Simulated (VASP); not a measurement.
# HfC in VASP: further runs

Runs on HfC. Level: PBE. Tasks: electric field gradients.

Everything below comes from runs of VASP 6.6.1. Logs are shortened: lines on timing, memory, paths and dates and some standing lists are left out, and cuts for length are marked.

### 1 The cell of the first run

The structure is trigonal, space group R-3m (No. 166). Conventional cell: a = 3.255 Å, b = 3.255 Å, c = 8.215 Å, α = 90.00°, β = 90.00°, γ = 120.00°. Within 3.1 Å of Hf (site symmetry -3m) lie 6 C at 2.33 Å. Within 3.1 Å of C (site symmetry -3m) lie 6 Hf at 2.33 Å.

### 2 Electric field gradients, PBE (equal xy, yz and zx shear strains of +2 %)

INCAR reads:

```
ALGO     = Normal         # electronic algorithm
EDIFF    = 1E-8           # SCF threshold, eV
ENCUT    = 520            # plane-wave cutoff, eV
GGA      = PE             # functional
ISIF     = 2              # what is computed and relaxed
ISMEAR   = -1             # smearing method
LASPH    = True           # aspherical terms in the spheres
LCHARG   = False          # write CHGCAR
LEFG     = True         
LREAL    = False          # projectors in reciprocal space
LWAVE    = False          # write WAVECAR
NBANDS   = 14             # bands
NELM     = 100            # most SCF steps
PREC     = Accurate       # precision mode
SIGMA    = 0.05           # smearing width, eV
```

KPOINTS reads:

```
k-points
0
Gamma
  15 15 15
```

POSCAR reads:

```
HfC
1.0
    0.0465000000      2.3482500000      2.3482500000
    2.3482500000      0.0465000000      2.3482500000
    2.3482500000      2.3482500000      0.0465000000
Hf C
1 1
Direct
    0.5000000000      0.5000000000      0.5000000000
    0.0000000000      0.0000000000      0.0000000000
```

Potentials or basis: VASP PAW PBE potentials, release 64 (Hf_pv, C).

Started as:

```
$ cat potpaw_PBE.64/Hf_pv/POTCAR potpaw_PBE.64/C/POTCAR > POTCAR
$ mpirun -np 1 vasp_std > vasp.out
```

OUTCAR:

```text
EDIFF = 1E-8
   ENCUT = 520
   GGA = PE
   ISIF = 2
   ISMEAR = -1
   LASPH = True
   LREAL = False
   NELM = 100
   PREC = Accurate

 ion  position               nearest neighbor table
   1  0.500  0.500  0.500-   2 2.33   2 2.33   2 2.33   2 2.33   2 2.33   2 2.33
   2  0.000  0.000  0.000-   1 2.33   1 2.33   1 2.33   1 2.33   1 2.33   1 2.33

  LATTYP: Found a trigonal (rhomboedric) cell.
 ALAT       =     3.3212525310
 COS(alpha) =     0.5197000882

  Lattice vectors:

 A1 = (   0.0465000000,   2.3482500000,   2.3482500000)
 A2 = (   2.3482500000,   0.0465000000,   2.3482500000)
 A3 = (   2.3482500000,   2.3482500000,   0.0465000000)

Analysis of symmetry for initial positions (statically):
=====================================================================
 Subroutine PRICEL returns:
 Original cell was already a primitive cell.

 Routine SETGRP: Setting up the symmetry group for a
 trigonal (rhombohedral) supercell.

 Subroutine GETGRP returns: Found 12 space group operations
 (whereof 12 operations were pure point group operations)
 out of a pool of 12 trial point group operations.

The static configuration has the point symmetry D_3d.

Analysis of symmetry for dynamics (positions and initial velocities):
=====================================================================
 Subroutine PRICEL returns:
 Original cell was already a primitive cell.

 Routine SETGRP: Setting up the symmetry group for a
 trigonal (rhombohedral) supercell.

 Subroutine GETGRP returns: Found 12 space group operations
 (whereof 12 operations were pure point group operations)
 out of a pool of 12 trial point group operations.

The dynamic configuration has the point symmetry D_3d.

 Subroutine INISYM returns: Found 12 space group operations
 (whereof 12 operations are pure point group operations),
 and found     1 'primitive' translations

----------------------------------------------------------------------------------------

                                     Primitive cell

  volume of cell :      25.1287

  direct lattice vectors                    reciprocal lattice vectors
     0.046500000  2.348250000  2.348250000    -0.219355691  0.215096357  0.215096357
     2.348250000  0.046500000  2.348250000     0.215096357 -0.219355691  0.215096357
     2.348250000  2.348250000  0.046500000     0.215096357  0.215096357 -0.219355691

  length of vectors
[... 136 lines left out ...]

 k-point     1 :       0.0000    0.0000    0.0000
  band No.  band energies     occupation
      1     -23.6307      2.00000
      2     -23.6073      2.00000
      3     -23.6073      2.00000
      4      -6.3553      2.00000
      5       6.8178      0.00000
      6       7.0281      0.00000
      7       7.0281      0.00000
      8       7.0566      0.00000
      9       7.4791      0.00000
     10       7.4791      0.00000
     11       9.3623      0.00000
     12       9.3623      0.00000
     13      12.8067      0.00000
     14      16.9686      0.00000
[... 377 lines left out ...]
      1     -23.8053      2.00000
      2     -23.6824      2.00000
      3     -23.6590      2.00000
      4      -5.4550      2.00000
      5       3.4944      2.00000
      6       5.2941      1.99999
      7       5.4624      1.99985
      8       6.7338      0.00000
      9       9.3572      0.00000
     10       9.8197      0.00000
     11      10.4901      0.00000
     12      12.2179      0.00000
     13      15.4401      0.00000
     14      19.4427      0.00000

 [... further k-points ...]

------------------------ aborting loop because EDIFF is reached ----------------------------------------

  FORCE on cell =-STRESS in cart. coord.  units (eV):
  Direction    XX          YY          ZZ          XY          YZ          ZX
  --------------------------------------------------------------------------------------
  -------------------------------------------------------------------------------------
  Total       -0.0581199     -0.0581199     -0.0581199     -0.5447756     -0.5447756     -0.5447756
  in kB       -3.7056662     -3.7056662     -3.7056662    -34.7343179    -34.7343179    -34.7343179
  external PRESSURE =      -3.7056662 kB  Pullay stress =       0.0000000 kB

 VOLUME and BASIS-vectors are now :
 -----------------------------------------------------------------------------
  energy-cutoff  :      520.00
  volume of cell :       25.13
      direct lattice vectors                 reciprocal lattice vectors
     0.046500000  2.348250000  2.348250000    -0.219355691  0.215096357  0.215096357
     2.348250000  0.046500000  2.348250000     0.215096357 -0.219355691  0.215096357
     2.348250000  2.348250000  0.046500000     0.215096357  0.215096357 -0.219355691

 POSITION                                       TOTAL-FORCE (eV/Angst)
 -----------------------------------------------------------------------------------
      2.37150      2.37150      2.37150         0.000000      0.000000      0.000000
      0.00000      0.00000      0.00000        -0.000000     -0.000000     -0.000000
 -----------------------------------------------------------------------------------
    total drift:                                0.000000      0.000000      0.000000

  FREE ENERGIE OF THE ION-ELECTRON SYSTEM (eV)
  ---------------------------------------------------
  free  energy   TOTEN  =       -21.0303035219 eV

  energy  without entropy=      -21.0277289566  energy(sigma->0) =      -21.02901624

 Electric field gradients (V/A^2)
---------------------------------------------------------------------
 ion       V_xx      V_yy      V_zz      V_xy      V_xz      V_yz
---------------------------------------------------------------------
   1      -0.000     0.000    -0.000    -1.839    -1.839    -1.839
   2       0.000     0.000     0.000    -0.276    -0.276    -0.276
---------------------------------------------------------------------

 Electric field gradients after diagonalization (V/A^2)
 (convention: |V_zz| > |V_xx| > |V_yy|)
----------------------------------------------------------------------
 ion       V_xx      V_yy      V_zz     asymmetry (V_yy - V_xx)/ V_zz
----------------------------------------------------------------------
   1       1.839     1.839    -3.679       0.000
   2       0.276     0.276    -0.552       0.000
----------------------------------------------------------------------

           NMR quadrupolar parameters

 Cq : quadrupolar parameter    Cq=e*Q*V_zz/h
 eta: asymmetry parameters     (V_yy - V_xx)/ V_zz
 Q  : nuclear electric quadrupole moment in mb (millibarn)
----------------------------------------------------------------------
 ion       Cq(MHz)       eta       Q (mb)
----------------------------------------------------------------------
   1      -0.009       0.000       1.000
   2      -0.001       0.000       1.000
----------------------------------------------------------------------
```

Wall time 3 min (1 thread of Intel Xeon 8259CL, shared host); peak memory 0.26 GiB.

What came out:

```yaml
Free_energy: -21.0303 eV
Pressure: -0.4 GPa
Band_gap_on_the_k_mesh: zero (bands 7 and 8 overlap by 1.40 eV)
Largest_electric_field_gradient_by_atom: Hf -3.7; C -0.6 V/Å²
```

Levels at points of the mesh, in eV from the Fermi level:
```tsv
k point	band 4	band 5	band 6	band 7	band 8	band 9	band 10	band 11
(0.00, 0.00, 0.00)	-12.29	0.88	1.09	1.09	1.12	1.54	1.54	3.42
```

Electric field gradients, principal values (V/Å²):
```tsv
atom	least	middle	greatest (by size)
1 Hf	1.839	1.839	-3.679
2 C	0.276	0.276	-0.552
```

Caveat: the cell differs from its parent crystal (equal xy, yz and zx shear strains of +2 %); without QUAD_EFG the Cq values of the log hold for a quadrupole moment of 1 mb, not for the nuclei; spin-orbit coupling is left out, which moves the levels of the heavy elements.

### 3 Electric field gradients, PBE (equal xy, yz and zx shear strains of +2 %)

INCAR reads:

```
SYSTEM = HfC
PREC = Accurate ; ENCUT = 520
EDIFF = 1E-8 ; ISMEAR = -1
SIGMA = 0.05 ; LREAL = .FALSE.
LASPH = .TRUE. ; NELM = 80
ALGO = Normal ; ISIF = 2
LWAVE = .FALSE. ; LCHARG = .FALSE.
GGA = PE ; LEFG = .TRUE.
NBANDS = 14
```

KPOINTS reads:

```
Automatic mesh
0
G
  15 15 15
  0 0 0
```

POSCAR is that of step 2.

Potentials or basis: VASP PAW PBE potentials, release 64 (Hf_pv, C).

Started as:

```
$ cat potpaw_PBE.64/Hf_pv/POTCAR potpaw_PBE.64/C/POTCAR > POTCAR
$ mpirun -np 1 vasp_std > vasp.out
```

OUTCAR:

```text
SYSTEM = HfC
   PREC = Accurate
   ENCUT = 520
   EDIFF = 1E-8
   ISMEAR = -1
   LREAL = .FALSE.
   LASPH = .TRUE.
   NELM = 80
   ISIF = 2
   GGA = PE

 ion  position               nearest neighbor table
   1  0.500  0.500  0.500-   2 2.33   2 2.33   2 2.33   2 2.33   2 2.33   2 2.33
   2  0.000  0.000  0.000-   1 2.33   1 2.33   1 2.33   1 2.33   1 2.33   1 2.33

  LATTYP: Found a trigonal (rhomboedric) cell.
 ALAT       =     3.3212525310
 COS(alpha) =     0.5197000882

  Lattice vectors:

 A1 = (   0.0465000000,   2.3482500000,   2.3482500000)
 A2 = (   2.3482500000,   0.0465000000,   2.3482500000)
 A3 = (   2.3482500000,   2.3482500000,   0.0465000000)

Analysis of symmetry for initial positions (statically):
=====================================================================
 Subroutine PRICEL returns:
 Original cell was already a primitive cell.

 Routine SETGRP: Setting up the symmetry group for a
 trigonal (rhombohedral) supercell.

 Subroutine GETGRP returns: Found 12 space group operations
 (whereof 12 operations were pure point group operations)
 out of a pool of 12 trial point group operations.

The static configuration has the point symmetry D_3d.

Analysis of symmetry for dynamics (positions and initial velocities):
=====================================================================
 Subroutine PRICEL returns:
 Original cell was already a primitive cell.

 Routine SETGRP: Setting up the symmetry group for a
 trigonal (rhombohedral) supercell.

 Subroutine GETGRP returns: Found 12 space group operations
 (whereof 12 operations were pure point group operations)
 out of a pool of 12 trial point group operations.

The dynamic configuration has the point symmetry D_3d.

 Subroutine INISYM returns: Found 12 space group operations
 (whereof 12 operations are pure point group operations),
 and found     1 'primitive' translations

----------------------------------------------------------------------------------------

                                     Primitive cell

  volume of cell :      25.1287

  direct lattice vectors                    reciprocal lattice vectors
     0.046500000  2.348250000  2.348250000    -0.219355691  0.215096357  0.215096357
     2.348250000  0.046500000  2.348250000     0.215096357 -0.219355691  0.215096357
     2.348250000  2.348250000  0.046500000     0.215096357  0.215096357 -0.219355691

  length of vectors
     3.321252531  3.321252531  3.321252531     0.375033071  0.375033071  0.375033071

  position of ions in fractional coordinates (direct lattice)
     0.500000000  0.500000000  0.500000000
     0.000000000  0.000000000  0.000000000

  ion indices of the primitive-cell ions
   primitive index   ion index
                 1           1
                 2           2

----------------------------------------------------------------------------------------

 KPOINTS: Automatic mesh

Automatic generation of k-mesh.
 Grid dimensions read from file:
 generate k-points for:   15   15   15
[... 83 lines left out ...]
     AMIX     =   0.40;   BMIX     =  1.00
     AMIX_MAG =   1.60;   BMIX_MAG =  1.00
  volume/ion in A,a.u.               =      12.56        84.79
  Fermi-wavevector in a.u.,A,eV,Ry     =   1.347083  2.545618 24.689577  1.814633
  Thomas-Fermi vector in A             =   2.474863
   LORBIT       =      0    0 simple, 1 ext, 2 COOP (PROOUT), +10 PAW based schemes
   GGA     = PE    functional components
   LHFCALC =     F    Hartree Fock is set to
   AEXX    =    0.0000 exact exchange contribution
   IVDW    =     0    specifies the selected vdW correction
   LEPSILON=     F    determine dielectric tensor
   LRPA    =     F    only Hartree local field effects (RPA)
 non-spin polarized calculation
  energy-cutoff  :      520.00
  volume of cell :       25.13
 maximum number of plane-waves:       690
 NGX is ok and might be reduce to    28
   NGX = 13   NGY = 13   NGZ = 13

 number of electron      14.0000000 magnetization

 Free energy of the ion-electron system (eV)
  ---------------------------------------------------
  ext. energy  EPLUGINS =         0.00000000
  ---------------------------------------------------
  free energy    TOTEN  =       -21.03030352 eV

  energy without entropy =      -21.02772896  energy(sigma->0) =      -21.02901624

 E-fermi :   5.9387     XC(G=0): -12.2872

 val. band max:        5.9199056293   @ k =   0.0667   0.0667   0.0667
 cond. band min:       5.9448240220   @ k =   0.4667   0.4667   0.0000
 fundamental gap:      0.0249183928
 Fermi energy:         5.9386980655

 k-point     1 :       0.0000    0.0000    0.0000
  band No.  band energies     occupation
      1     -23.6307      2.00000
      2     -23.6073      2.00000
      3     -23.6073      2.00000
      4      -6.3553      2.00000
      5       6.8178      0.00000
      6       7.0281      0.00000
      7       7.0281      0.00000
      8       7.0566      0.00000
      9       7.4791      0.00000
     10       7.4791      0.00000
     11       9.3623      0.00000
     12       9.3623      0.00000
     13      12.8067      0.00000
     14      16.9686      0.00000
[... 377 lines left out ...]
      1     -23.8053      2.00000
      2     -23.6824      2.00000
      3     -23.6590      2.00000
      4      -5.4550      2.00000
      5       3.4944      2.00000
      6       5.2941      1.99999
      7       5.4624      1.99985
      8       6.7338      0.00000
      9       9.3572      0.00000
     10       9.8197      0.00000
     11      10.4901      0.00000
     12      12.2179      0.00000
     13      15.4401      0.00000
     14      19.4427      0.00000

 [... further k-points ...]

------------------------ aborting loop because EDIFF is reached ----------------------------------------

  FORCE on cell =-STRESS in cart. coord.  units (eV):
  Direction    XX          YY          ZZ          XY          YZ          ZX
  --------------------------------------------------------------------------------------
  -------------------------------------------------------------------------------------
  Total       -0.0581199     -0.0581199     -0.0581199     -0.5447756     -0.5447756     -0.5447756
  in kB       -3.7056662     -3.7056662     -3.7056662    -34.7343179    -34.7343179    -34.7343179
  external PRESSURE =      -3.7056662 kB  Pullay stress =       0.0000000 kB

 VOLUME and BASIS-vectors are now :
 -----------------------------------------------------------------------------
  energy-cutoff  :      520.00
  volume of cell :       25.13
      direct lattice vectors                 reciprocal lattice vectors
     0.046500000  2.348250000  2.348250000    -0.219355691  0.215096357  0.215096357
     2.348250000  0.046500000  2.348250000     0.215096357 -0.219355691  0.215096357
     2.348250000  2.348250000  0.046500000     0.215096357  0.215096357 -0.219355691

 POSITION                                       TOTAL-FORCE (eV/Angst)
 -----------------------------------------------------------------------------------
      2.37150      2.37150      2.37150         0.000000      0.000000      0.000000
      0.00000      0.00000      0.00000        -0.000000     -0.000000     -0.000000
 -----------------------------------------------------------------------------------
    total drift:                                0.000000      0.000000      0.000000

  FREE ENERGIE OF THE ION-ELECTRON SYSTEM (eV)
  ---------------------------------------------------
  free  energy   TOTEN  =       -21.0303035219 eV

  energy  without entropy=      -21.0277289566  energy(sigma->0) =      -21.02901624

 Electric field gradients (V/A^2)
---------------------------------------------------------------------
 ion       V_xx      V_yy      V_zz      V_xy      V_xz      V_yz
---------------------------------------------------------------------
   1      -0.000     0.000    -0.000    -1.839    -1.839    -1.839
   2       0.000     0.000     0.000    -0.276    -0.276    -0.276
---------------------------------------------------------------------

 Electric field gradients after diagonalization (V/A^2)
 (convention: |V_zz| > |V_xx| > |V_yy|)
----------------------------------------------------------------------
 ion       V_xx      V_yy      V_zz     asymmetry (V_yy - V_xx)/ V_zz
----------------------------------------------------------------------
   1       1.839     1.839    -3.679       0.000
   2       0.276     0.276    -0.552       0.000
----------------------------------------------------------------------

           NMR quadrupolar parameters

 Cq : quadrupolar parameter    Cq=e*Q*V_zz/h
 eta: asymmetry parameters     (V_yy - V_xx)/ V_zz
 Q  : nuclear electric quadrupole moment in mb (millibarn)
----------------------------------------------------------------------
 ion       Cq(MHz)       eta       Q (mb)
----------------------------------------------------------------------
   1      -0.009       0.000       1.000
   2      -0.001       0.000       1.000
----------------------------------------------------------------------
```

OSZICAR:

```text
N       E                     dE             d eps       ncg     rms          rms(c)
DAV:   1     0.239401217488E+02    0.23940E+02   -0.77343E+03  9656   0.983E+02
DAV:   2    -0.226119548224E+02   -0.46552E+02   -0.43523E+02 12398   0.202E+02
DAV:   3    -0.242010547482E+02   -0.15891E+01   -0.15835E+01 11732   0.269E+01
DAV:   4    -0.242082289415E+02   -0.71742E-02   -0.71737E-02 11320   0.224E+00
DAV:   5    -0.242082737938E+02   -0.44852E-04   -0.44852E-04 11714   0.160E-01    0.568E+01
DAV:   6    -0.211005721061E+02    0.31077E+01   -0.12039E+01 10526   0.182E+01    0.409E+01
DAV:   7    -0.210459914562E+02    0.54581E-01   -0.56075E-01 12158   0.522E+00    0.248E+01
DAV:   8    -0.210368502796E+02    0.91412E-02   -0.71723E-02 11498   0.216E+00    0.633E+00
DAV:   9    -0.210305598523E+02    0.62904E-02   -0.21912E-02 11270   0.883E-01    0.209E+00
DAV:  10    -0.210303073288E+02    0.25252E-03   -0.13420E-03 11844   0.271E-01    0.564E-02
DAV:  11    -0.210303041571E+02    0.31717E-05   -0.72543E-05 11426   0.710E-02    0.229E-02
DAV:  12    -0.210303038080E+02    0.34905E-06   -0.25409E-06 12272   0.140E-02    0.134E-02
DAV:  13    -0.210303035484E+02    0.25959E-06   -0.19537E-07 11302   0.331E-03    0.189E-03
DAV:  14    -0.210303035152E+02    0.33179E-07   -0.91995E-09  9266   0.797E-04    0.607E-04
DAV:  15    -0.210303035219E+02   -0.66693E-08   -0.17721E-09  6880   0.365E-04
   1 F= -.21030304E+02 E0= -.21029016E+02  d E =-.257457E-02
```

It took 3.5 min on 1 thread of Intel Xeon 8259CL, shared host; peak memory 0.26 GiB.

Results:

* Free energy: -21.0303 eV
* Pressure: -0.4 GPa
* Band gap on the k mesh: zero (bands 7 and 8 overlap by 1.40 eV)
* Largest electric field gradient by atom: Hf -3.7; C -0.6 V/Å²

Levels at points of the mesh, in eV from the Fermi level:
| k point | band 4 | band 5 | band 6 | band 7 | band 8 | band 9 | band 10 | band 11 |
| --- | --- | --- | --- | --- | --- | --- | --- | --- |
| (0.00, 0.00, 0.00) | -12.29 | 0.88 | 1.09 | 1.09 | 1.12 | 1.54 | 1.54 | 3.42 |

Electric field gradients, principal values (V/Å²):
```tsv
atom	least	middle	greatest (by size)
1 Hf	1.839	1.839	-3.679
2 C	0.276	0.276	-0.552
```

Caveat: the cell differs from its parent crystal (equal xy, yz and zx shear strains of +2 %); without QUAD_EFG the Cq values of the log hold for a quadrupole moment of 1 mb, not for the nuclei; spin-orbit coupling is left out, which moves the levels of the heavy elements.

(Continued in part 2 of 3.)
